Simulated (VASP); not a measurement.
# AlRu (Pm-3m) in VASP: notebook, part 3 of 3

VASP 6.6.1. Earlier steps stand in the parts before.

## (4) Single point, LDA

This run uses another cell than the first one, of 13.39 Å³/atom, 1.087 times its volume.

File INCAR:

```
SYSTEM = AlRu
PREC = Accurate ; ENCUT = 520
EDIFF = 1E-6 ; ISMEAR = -1
SIGMA = 0.1 ; LREAL = .FALSE.
LASPH = .TRUE. ; NELM = 60
ALGO = Normal ; ISIF = 2
LWAVE = .FALSE. ; LCHARG = .TRUE.
LELF = .TRUE. ; LVHAR = .TRUE.
NBANDS = 16
```

File KPOINTS:

```
regular mesh
0
G
  10 10 10
  0 0 0
```

File POSCAR:

```
AlRu
1.0
    2.9916000000      0.0000000000      0.0000000000
    0.0000000000      2.9916000000      0.0000000000
    0.0000000000      0.0000000000      2.9916000000
Al Ru
1 1
Direct
    0.0000000000      0.0000000000      0.0000000000
    0.5000000000      0.5000000000      0.5000000000
```

Potentials or basis: VASP PAW LDA potentials, release 64 (Al, Ru_pv).

Run with:

```
> cat potpaw_LDA.64/Al/POTCAR potpaw_LDA.64/Ru_pv/POTCAR > POTCAR
> mpirun -np 1 vasp_std > vasp.out
```

OUTCAR:

```text
SYSTEM = AlRu
   PREC = Accurate
   ENCUT = 520
   EDIFF = 1E-6
   ISMEAR = -1
   LREAL = .FALSE.
   LASPH = .TRUE.
   NELM = 60
   ISIF = 2

 ion  position               nearest neighbor table
   1  0.000  0.000  0.000-   2 2.59   2 2.59   2 2.59   2 2.59   2 2.59   2 2.59   2 2.59   2 2.59

   2  0.500  0.500  0.500-   1 2.59   1 2.59   1 2.59   1 2.59   1 2.59   1 2.59   1 2.59   1 2.59

  LATTYP: Found a simple cubic cell.
 ALAT       =     2.9916000000

  Lattice vectors:

 A1 = (   2.9916000000,   0.0000000000,   0.0000000000)
 A2 = (   0.0000000000,   2.9916000000,   0.0000000000)
[... 625 lines left out ...]
      4       2.7987      2.00000
      5       6.9914      2.00000
      6       7.5413      2.00000
[... 8 lines left out ...]
     15      24.2369      0.00000
     16      24.9968      0.00000

 [... further k-points ...]
[... 5 lines left out ...]
  --------------------------------------------------------------------------------------
  -------------------------------------------------------------------------------------
  Total       -1.2512450     -1.2512450     -1.2512450      0.0000000      0.0000000     -0.0000000
  in kB      -74.8759537    -74.8759537    -74.8759537      0.0000000      0.0000000     -0.0000000
  external PRESSURE =     -74.8759537 kB  Pullay stress =       0.0000000 kB

 VOLUME and BASIS-vectors are now :
 -----------------------------------------------------------------------------
  energy-cutoff  :      520.00
  volume of cell :       26.77
      direct lattice vectors                 reciprocal lattice vectors
     2.991600000  0.000000000  0.000000000     0.334269287  0.000000000  0.000000000
     0.000000000  2.991600000  0.000000000     0.000000000  0.334269287  0.000000000
     0.000000000  0.000000000  2.991600000     0.000000000  0.000000000  0.334269287

 POSITION                                       TOTAL-FORCE (eV/Angst)
 -----------------------------------------------------------------------------------
      0.00000      0.00000      0.00000         0.000000      0.000000      0.000000
      1.49580      1.49580      1.49580         0.000000      0.000000      0.000000
 -----------------------------------------------------------------------------------
    total drift:                                0.000000     -0.000000     -0.000000

  FREE ENERGIE OF THE ION-ELECTRON SYSTEM (eV)
  ---------------------------------------------------
  free  energy   TOTEN  =       -16.1884696285 eV

  energy  without entropy=      -16.1374618042  energy(sigma->0) =      -16.16296572
```

stdout:

```text
POSCAR found type information on POSCAR AlRu
 POSCAR found :  2 types and       2 ions
 scaLAPACK will be used
 LDA part: xc-table for (Slater(with rela. corr.)+CA(PZ))
 , standard interpolation
 POSCAR, INCAR and KPOINTS ok, starting setup
 FFT: planning ... GRIDC
 FFT: planning ... GRID_SOFT
 FFT: planning ... GRID
 WAVECAR not read
 entering main loop
```

Wall time 5 s (1 thread of Intel Xeon 6975P-C (Granite Rapids), shared host); peak memory 0.14 GiB.

What came out:

```
Free energy : -16.1885 eV
Pressure    : -7.5 GPa
```

Levels at points of the mesh, in eV from the Fermi level:
```tsv
k point	band 6	band 7	band 8	band 9	band 10	band 11	band 12	band 13
(0.00, 0.00, 0.00)	-3.63	0.15	0.15	0.15	5.99	5.99	5.99	11.00
(0.50, 0.00, 0.00)	-2.84	-1.64	-1.64	0.41	2.22	7.47	10.95	10.95
(0.50, 0.50, 0.00)	-1.37	-1.37	-1.20	-1.20	1.47	5.22	6.19	10.43
(0.50, 0.50, 0.50)	-4.66	1.56	1.56	2.45	4.09	4.09	4.09	8.54
```

## (5) Single point, LDA

This run uses another cell than the first one, of 13.92 Å³/atom, 1.130 times its volume.

File INCAR:

```
PREC     = Accurate       # precision mode
ENCUT    = 520            # plane-wave cutoff, eV
EDIFF    = 1E-6           # SCF threshold, eV
ISMEAR   = -1             # smearing method
SIGMA    = 0.1            # smearing width, eV
LREAL    = F              # projectors in reciprocal space
LASPH    = T              # aspherical terms in the spheres
NELM     = 80             # most SCF steps
ALGO     = Normal         # electronic algorithm
ISIF     = 2              # what is computed and relaxed
LWAVE    = F              # write WAVECAR
LCHARG   = F              # write CHGCAR
NBANDS   = 16             # bands
```

File KPOINTS:

```
regular mesh
0
Gamma
  10 10 10
```

File POSCAR:

```
AlRu
1.0
    3.0309676725      0.0000000000      0.0000000000
    0.0000000000      3.0309676725      0.0000000000
    0.0000000000      0.0000000000      3.0309676725
Al Ru
1 1
Direct
    0.0000000000      0.0000000000      0.0000000000
    0.5000000000      0.5000000000      0.5000000000
```

Run with:

```
> cat potpaw_LDA.64/Al/POTCAR potpaw_LDA.64/Ru_pv/POTCAR > POTCAR
> mpirun -np 1 vasp_std > vasp.out
```

Wall time 4.7 s (1 thread of Intel Xeon 6975P-C (Granite Rapids), shared host); peak memory 0.14 GiB.

It converged, with:

```yaml
Free_energy: -16.1144 eV
Pressure: -14.6 GPa
```

Levels at points of the mesh, in eV from the Fermi level:
| k point | band 7 | band 8 | band 9 | band 10 | band 11 | band 12 |
| --- | --- | --- | --- | --- | --- | --- |
| (0.00, 0.00, 0.00) | 0.14 | 0.14 | 0.14 | 5.81 | 5.81 | 5.81 |
| (0.50, 0.00, 0.00) | -1.56 | -1.56 | 0.38 | 2.08 | 7.49 | 10.75 |
| (0.50, 0.50, 0.00) | -1.34 | -1.13 | -1.13 | 1.38 | 4.97 | 5.80 |
| (0.50, 0.50, 0.50) | 1.46 | 1.46 | 2.21 | 4.01 | 4.01 | 4.01 |

## (6) Single point, LDA

This run uses another cell than the first one, of 14.46 Å³/atom, 1.174 times its volume.

File INCAR:

```
SYSTEM = AlRu
PREC = Accurate
ENCUT = 520
EDIFF = 1E-6
ISMEAR = -1
SIGMA = 0.1
LREAL = .FALSE.
LASPH = .TRUE.
NELM = 60
ALGO = Normal
ISIF = 2
LWAVE = .FALSE.
LCHARG = .FALSE.
NBANDS = 16
```

File KPOINTS:

```
regular mesh
0
G
  10 10 10
  0 0 0
```

File POSCAR:

```
AlRu
1.0
    3.0693384252      0.0000000000      0.0000000000
    0.0000000000      3.0693384252      0.0000000000
    0.0000000000      0.0000000000      3.0693384252
Al Ru
1 1
Direct
    0.0000000000      0.0000000000      0.0000000000
    0.5000000000      0.5000000000      0.5000000000
```

Potentials or basis: VASP PAW LDA potentials, release 64 (Al, Ru_pv).

Run with:

```
> cat potpaw_LDA.64/Al/POTCAR potpaw_LDA.64/Ru_pv/POTCAR > POTCAR
> mpirun -np 1 vasp_std > vasp.out
```

OUTCAR:

```text
SYSTEM = AlRu
   PREC = Accurate
   ENCUT = 520
   EDIFF = 1E-6
   ISMEAR = -1
   LREAL = .FALSE.
   LASPH = .TRUE.
   NELM = 60
   ISIF = 2

 ion  position               nearest neighbor table
   1  0.000  0.000  0.000-   2 2.66   2 2.66   2 2.66   2 2.66   2 2.66   2 2.66   2 2.66   2 2.66

   2  0.500  0.500  0.500-   1 2.66   1 2.66   1 2.66   1 2.66   1 2.66   1 2.66   1 2.66   1 2.66

  LATTYP: Found a simple cubic cell.
 ALAT       =     3.0693384252

  Lattice vectors:

 A1 = (   3.0693384252,   0.0000000000,   0.0000000000)
 A2 = (   0.0000000000,   3.0693384252,   0.0000000000)
[... 625 lines left out ...]
      4       2.0779      2.00000
      5       6.2197      2.00000
      6       6.8123      2.00000
[... 8 lines left out ...]
     15      22.4647      0.00000
     16      23.2117      0.00000

 [... further k-points ...]
[... 5 lines left out ...]
  --------------------------------------------------------------------------------------
  -------------------------------------------------------------------------------------
  Total       -3.6434200     -3.6434200     -3.6434200      0.0000000     -0.0000000     -0.0000000
  in kB     -201.8763743   -201.8763743   -201.8763743      0.0000000     -0.0000000     -0.0000000
  external PRESSURE =    -201.8763743 kB  Pullay stress =       0.0000000 kB

 VOLUME and BASIS-vectors are now :
 -----------------------------------------------------------------------------
  energy-cutoff  :      520.00
  volume of cell :       28.92
      direct lattice vectors                 reciprocal lattice vectors
     3.069338425  0.000000000  0.000000000     0.325803109  0.000000000  0.000000000
     0.000000000  3.069338425  0.000000000     0.000000000  0.325803109  0.000000000
     0.000000000  0.000000000  3.069338425     0.000000000  0.000000000  0.325803109

 POSITION                                       TOTAL-FORCE (eV/Angst)
 -----------------------------------------------------------------------------------
      0.00000      0.00000      0.00000         0.000000      0.000000      0.000000
      1.53467      1.53467      1.53467         0.000000      0.000000      0.000000
 -----------------------------------------------------------------------------------
    total drift:                                0.000000     -0.000000     -0.000000

  FREE ENERGIE OF THE ION-ELECTRON SYSTEM (eV)
  ---------------------------------------------------
  free  energy   TOTEN  =       -15.9980263368 eV

  energy  without entropy=      -15.9419545693  energy(sigma->0) =      -15.96999045
```

OSZICAR:

```text
N       E                     dE             d eps       ncg     rms          rms(c)
DAV:   1     0.110765534116E+03    0.11077E+03   -0.92733E+03  1848   0.982E+02
DAV:   2    -0.147740554587E+02   -0.12554E+03   -0.11951E+03  2064   0.285E+02
DAV:   3    -0.166534629127E+02   -0.18794E+01   -0.18724E+01  2272   0.362E+01
DAV:   4    -0.166661704427E+02   -0.12708E-01   -0.12694E-01  2312   0.314E+00
DAV:   5    -0.166663092151E+02   -0.13877E-03   -0.13867E-03  2192   0.313E-01    0.104E+01
DAV:   6    -0.161217075308E+02    0.54460E+00   -0.23885E+00  1920   0.161E+01    0.233E+00
DAV:   7    -0.160202818888E+02    0.10143E+00   -0.22926E-01  1872   0.535E+00    0.178E+00
DAV:   8    -0.159984508125E+02    0.21831E-01   -0.28699E-02  2088   0.125E+00    0.200E-01
DAV:   9    -0.159980590109E+02    0.39180E-03   -0.59173E-04  2216   0.216E-01    0.119E-01
DAV:  10    -0.159980269123E+02    0.32099E-04   -0.48987E-05  1984   0.725E-02    0.767E-03
DAV:  11    -0.159980263368E+02    0.57547E-06   -0.18485E-06  1872   0.144E-02
   1 F= -.15998026E+02 E0= -.15969990E+02  d E =-.560718E-01
```

It took 4.9 s on 1 thread of Intel Xeon 6975P-C (Granite Rapids), shared host; peak memory 0.14 GiB.

Results:

```
Free energy : -15.9980 eV
Pressure    : -20.2 GPa
```

## (7) Summary

```tsv
cell	gap on the mesh (eV)	pressure (GPa)
a = 2.910 Å, 2 atoms	none	12.5
a = 2.951 Å, 2 atoms	none	1.4
a = 2.992 Å, 2 atoms	none	-7.5
a = 3.031 Å, 2 atoms	none	-14.6
a = 3.069 Å, 2 atoms	none	-20.2
```

Alike in all rows: task single point; level LDA; potentials or basis VASP PAW LDA potentials, release 64 (Al, Ru_pv); no spin polarisation; k mesh 10 × 10 × 10; cutoff (eV) 520; smearing fermi-dirac 0.1 eV.

Absolute energies hang on the potentials; compare differences alone.
